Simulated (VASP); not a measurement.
# Se3Br (I4/mmm) in VASP: further runs

The runs below take Se3Br through single point, with PBE.

All numbers are computed with VASP 6.6.1; they aren't measurements. Logs are shortened: lines on timing, memory, paths and dates and some standing lists are left out, and cuts for length are marked.

**1. The cell of the first run**

It takes space group I4/mmm (No. 139, tetragonal). Conventional cell: a = 3.802 Å, b = 3.802 Å, c = 16.964 Å, α = 90.00°, β = 90.00°, γ = 90.00°. Within 3.5 Å of Se (site symmetry -4m2) lie 4 Se at 2.69 Å. Within 3.5 Å of Se (site symmetry 4/mmm) lie 4 Br at 2.69 Å. Within 3.5 Å of Br (site symmetry 4/mmm) lie 4 Se at 2.69 Å.

**2. Single point, PBE**

INCAR reads:

```
PREC = Accurate ; ENCUT = 520
EDIFF = 1E-6 ; ISMEAR = 0
SIGMA = 0.1 ; LREAL = False
LASPH = True ; NELM = 80
ALGO = Normal ; ISIF = 2
LWAVE = False ; LCHARG = True
GGA = PE ; LELF = True
LVHAR = True ; NBANDS = 20
```

KPOINTS reads:

```
Automatic mesh
0
Gamma
  8 8 8
```

POSCAR reads:

```
Se3Br
1.0
   -1.9012420000      1.9012420000      8.4819000000
    1.9012420000     -1.9012420000      8.4819000000
    1.9012420000      1.9012420000     -8.4819000000
Se Br
3 1
Direct
    0.2500000000      0.7500000000      0.5000000000
    0.7500000000      0.2500000000      0.5000000000
    0.5000000000      0.5000000000      0.0000000000
    0.0000000000      0.0000000000      0.0000000000
```

Potentials or basis: VASP PAW PBE potentials, release 64 (Se, Br).

On the command line:

```sh
$ cat potpaw_PBE.64/Se/POTCAR potpaw_PBE.64/Br/POTCAR > POTCAR
$ mpirun -np 1 vasp_std > vasp.out
```

OUTCAR:

```text
PREC = Accurate
   ENCUT = 520
   EDIFF = 1E-6
   ISMEAR = 0
   LREAL = False
   LASPH = True
   NELM = 80
   ISIF = 2
   GGA = PE

 ion  position               nearest neighbor table
   1  0.250  0.750  0.500-   2 2.69   2 2.69   2 2.69   2 2.69
   2  0.750  0.250  0.500-   1 2.69   1 2.69   1 2.69   1 2.69
   3  0.500  0.500  0.000-   4 2.69   4 2.69   4 2.69   4 2.69
   4  0.000  0.000  0.000-   3 2.69   3 2.69   3 2.69   3 2.69

  LATTYP: Found a body centered tetragonal cell.
 ALAT       =     3.8024840000
 C/A-ratio  =     4.4612416515

  Lattice vectors:

 A1 = (  -1.9012420000,   1.9012420000,   8.4819000000)
 A2 = (   1.9012420000,  -1.9012420000,   8.4819000000)
 A3 = (   1.9012420000,   1.9012420000,  -8.4819000000)

Analysis of symmetry for initial positions (statically):
=====================================================================
 Subroutine PRICEL returns:
 Original cell was already a primitive cell.

 Routine SETGRP: Setting up the symmetry group for a
 body centered tetragonal supercell.

 Subroutine GETGRP returns: Found 16 space group operations
 (whereof 16 operations were pure point group operations)
 out of a pool of 16 trial point group operations.

The static configuration has the point symmetry D_4h.

Analysis of symmetry for dynamics (positions and initial velocities):
=====================================================================
 Subroutine PRICEL returns:
 Original cell was already a primitive cell.

 Routine SETGRP: Setting up the symmetry group for a
 body centered tetragonal supercell.

 Subroutine GETGRP returns: Found 16 space group operations
 (whereof 16 operations were pure point group operations)
 out of a pool of 16 trial point group operations.

The dynamic configuration has the point symmetry D_4h.

 Subroutine INISYM returns: Found 16 space group operations
 (whereof 16 operations are pure point group operations),
 and found     1 'primitive' translations

----------------------------------------------------------------------------------------

                                     Primitive cell

  volume of cell :     122.6388

  direct lattice vectors                    reciprocal lattice vectors
    -1.901242000  1.901242000  8.481900000     0.000000000  0.262985985  0.058949056
     1.901242000 -1.901242000  8.481900000     0.262985985  0.000000000  0.058949056
[... 89 lines left out ...]
   EDIFF  = 0.1E-05   stopping-criterion for ELM
   LREAL  =      F    real-space projection
   EDIFFG = 0.1E-04   stopping-criterion for IOM
   NSW    =      0    number of steps for IOM
   IBRION =     -1    ionic relax: 0-MD 1-quasi-New 2-CG
   NFREE  =      0    steps in history (QN), initial steepest desc. (CG)
   ISIF   =      2    stress and relaxation
   ISYM   =      2    0-nonsym 1-usesym 2-fastsym
   POTIM  = 0.5000    time-step for ionic-motion
   TEBEG  =    0.0;   TEEND  =   0.0 temperature during run
   PSTRESS=    0.0 pullay stress
   NELECT =      25.0000    total number of electrons
   NUPDOWN=      -1.0000    fix difference up-down
   EMIN   =  10.00;   EMAX   =-10.00  energy-range for DOS
   EFERMI =   0.00;   METHOD = LEGACY
   ISMEAR =     0;   SIGMA  =   0.10  broadening in eV -4-tet -1-fermi 0-gaus
   EFERMI_NEDOS =   21; number of points for ismear=-14 and -15
   IALGO  =     38    algorithm
   IMIX   =      4    mixing-type and parameters
     AMIX     =   0.40;   BMIX     =  1.00
     AMIX_MAG =   1.60;   BMIX_MAG =  1.00
  volume/ion in A,a.u.               =      30.66       206.90
  Fermi-wavevector in a.u.,A,eV,Ry     =   0.963486  1.820725 12.630367  0.928306
  Thomas-Fermi vector in A             =   2.093036
   LORBIT       =      0    0 simple, 1 ext, 2 COOP (PROOUT), +10 PAW based schemes
   GGA     = PE    functional components
   LHFCALC =     F    Hartree Fock is set to
   AEXX    =    0.0000 exact exchange contribution
   IVDW    =     0    specifies the selected vdW correction
   LEPSILON=     F    determine dielectric tensor
   LRPA    =     F    only Hartree local field effects (RPA)
 non-spin polarized calculation
 Gauss-broadening in eV      SIGMA  =   0.10
  energy-cutoff  :      520.00
  volume of cell :      122.64
 maximum number of plane-waves:      3319
 NGX is ok and might be reduce to    70
   NGX = 33   NGY = 33   NGZ = 33

 number of electron      25.0000002 magnetization

 Free energy of the ion-electron system (eV)
  ---------------------------------------------------
  ext. energy  EPLUGINS =         0.00000000
  ---------------------------------------------------
  free energy    TOTEN  =       -10.97161521 eV

  energy without entropy =      -10.95763967  energy(sigma->0) =      -10.96462744

 E-fermi :   1.4932     XC(G=0):  -8.2168

 val. band max:        1.4789265040   @ k =  -0.1250   0.2500   0.1250
 cond. band min:       1.5076506496   @ k =   0.5000   0.1250   0.0000
 fundamental gap:      0.0287241457
 Fermi energy:         1.4932068988

 k-point     1 :       0.0000    0.0000    0.0000
  band No.  band energies     occupation
      1     -15.3958      2.00000
      2     -13.4429      2.00000
      3      -9.4776      2.00000
      4      -7.9161      2.00000
      5      -3.5085      2.00000
      6      -3.5085      2.00000
[... 541 lines left out ...]
     19       8.6149      0.00000
     20       8.7706      0.00000

 [... further k-points ...]

------------------------ aborting loop because EDIFF is reached ----------------------------------------

  FORCE on cell =-STRESS in cart. coord.  units (eV):
  Direction    XX          YY          ZZ          XY          YZ          ZX
  --------------------------------------------------------------------------------------
  -------------------------------------------------------------------------------------
  Total        0.1569100      0.1569100      0.1209234      0.0000000      0.0000000      0.0000000
  in kB        2.0499034      2.0499034      1.5797667      0.0000000      0.0000000      0.0000000
  external PRESSURE =       1.8931912 kB  Pullay stress =       0.0000000 kB

 VOLUME and BASIS-vectors are now :
 -----------------------------------------------------------------------------
  energy-cutoff  :      520.00
  volume of cell :      122.64
      direct lattice vectors                 reciprocal lattice vectors
    -1.901242000  1.901242000  8.481900000     0.000000000  0.262985985  0.058949056
     1.901242000 -1.901242000  8.481900000     0.262985985  0.000000000  0.058949056
     1.901242000  1.901242000 -8.481900000     0.262985985  0.262985985  0.000000000

 POSITION                                       TOTAL-FORCE (eV/Angst)
 -----------------------------------------------------------------------------------
      1.90124     -0.00000      4.24095        -0.000000      0.000000      0.000000
     -0.00000      1.90124      4.24095         0.000000     -0.000000     -0.000000
      0.00000      0.00000      8.48190        -0.000000     -0.000000     -0.000000
      0.00000      0.00000      0.00000        -0.000000     -0.000000     -0.000000
 -----------------------------------------------------------------------------------
    total drift:                               -0.000000     -0.000000     -0.000000

  FREE ENERGIE OF THE ION-ELECTRON SYSTEM (eV)
  ---------------------------------------------------
  free  energy   TOTEN  =       -10.9716152074 eV

  energy  without entropy=      -10.9576396733  energy(sigma->0) =      -10.96462744
```

OSZICAR:

```text
N       E                     dE             d eps       ncg     rms          rms(c)
DAV:   1     0.132007365237E+03    0.13201E+03   -0.98110E+03  2360   0.101E+03
DAV:   2    -0.116656708103E+01   -0.13317E+03   -0.12883E+03  3292   0.175E+02
DAV:   3    -0.110342885224E+02   -0.98677E+01   -0.97615E+01  2944   0.511E+01
DAV:   4    -0.111465895002E+02   -0.11230E+00   -0.11222E+00  2800   0.624E+00
DAV:   5    -0.111475622844E+02   -0.97278E-03   -0.97272E-03  2932   0.588E-01    0.102E+01
DAV:   6    -0.110038289306E+02    0.14373E+00   -0.12308E-01  2692   0.181E+00    0.716E+00
DAV:   7    -0.110041315604E+02   -0.30263E-03   -0.20173E-01  2628   0.217E+00    0.969E-01
DAV:   8    -0.109748406348E+02    0.29291E-01   -0.37259E-02  2720   0.883E-01    0.414E-01
DAV:   9    -0.109716109298E+02    0.32297E-02   -0.71234E-03  2560   0.384E-01    0.158E-01
DAV:  10    -0.109716076693E+02    0.32604E-05   -0.40035E-04  2804   0.112E-01    0.309E-02
DAV:  11    -0.109716094321E+02   -0.17628E-05   -0.37609E-05  2656   0.320E-02    0.116E-02
DAV:  12    -0.109716194169E+02   -0.99848E-05   -0.15129E-05  2688   0.220E-02    0.101E-02
DAV:  13    -0.109716155114E+02    0.39055E-05   -0.39950E-06  2208   0.105E-02    0.380E-03
DAV:  14    -0.109716152074E+02    0.30395E-06   -0.48795E-07  1692   0.377E-03
   1 F= -.10971615E+02 E0= -.10964627E+02  d E =-.139755E-01
```

It took 5.7 min on 1 thread of Intel Xeon 6975P-C (Granite Rapids), shared host; peak memory 0.71 GiB.

Results:

* Free energy: -10.9716 eV
* Pressure: 0.2 GPa
* Band gap on the k mesh: zero (an odd number of electrons rules out a gap without spin polarisation)

Caveat: an odd number of electrons without spin polarisation forces a metal; a magnetic or distorted state may lie lower.

(Part 1 of 3 ends here.)
